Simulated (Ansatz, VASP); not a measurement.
## KCl: VASP beside Ansatz

File INCAR:

```
  ALGO = Normal
  EDIFF = 1E-8
  ENCUT = 520
  GGA = PS
  ISIF = 2
  ISMEAR = -1
  LASPH = T
  LCHARG = F
  LEFG = T
  LREAL = F
  LWAVE = F
  NBANDS = 15
  NELM = 80
  PREC = Accurate
  SIGMA = 0.03
```

The input KPOINTS:

```
k-points
0
Gamma
  7 7 7
```

POSCAR

```
KCl
1.0
    0.0315610000      3.1718805000      3.1718805000
    3.1718805000      0.0315610000      3.1718805000
    3.1718805000      3.1718805000      0.0315610000
K Cl
1 1
Direct
    0.0000000000      0.0000000000      0.0000000000
    0.5000000000      0.5000000000      0.5000000000
```

Input for Ansatz:

```yaml
crystal:
  lattice:
    - [0.031561, 3.1718805, 3.1718805]
    - [3.1718805, 0.031561, 3.1718805]
    - [3.1718805, 3.1718805, 0.031561]
  atoms:
    - { symbol: K, position: [0.0, 0.0, 0.0] }
    - { symbol: Cl, position: [0.5, 0.5, 0.5] }
kpoints:
  mp_grid: { grid: [7, 7, 7] }
scf:
  occupations: { method: fermi_dirac, width: 0.03 }
hamiltonian:
  xc: pbesol
  pseudopotentials: { kind: all_electron, datasets: crystal }
output:
  forces: true
  stress: true
  eigenvalues: true
  efg: { contact_densities: true }
```

Change from the starting cell: equal xy, yz and zx shear strains of +1 %, crystal datasets.

Alike in both runs: task electric field gradients; functional PBEsol; k mesh 7 × 7 × 7; occupations fermi-dirac, width 0.03 eV; no spin polarisation.

```csv
,VASP,Ansatz
version,VASP 6.6.1,Ansatz 0.2.0
potentials or method,"VASP PAW PBE potentials, release 64 (K_sv, Cl), cutoff 520 eV","all-electron PAW with datasets made for the crystal, scalar-relativistic"
```

```tsv
	VASP	Ansatz	Ansatz less VASP
gap on the k mesh at the Fermi level (eV)	4.98	4.99	+0.004
pressure (GPa)	-0.5	-0.6	-0.04
traceless stress, the component that is largest in VASP (GPa)	-0.07	-0.07	-0.001
size of Vzz on the site where it differs most (V/Å²)	1.4	1.4	+0.05
```

VASP's potentials were made for PBE, not for PBEsol. Ansatz ran all-electron here, and VASP with PAW potentials.
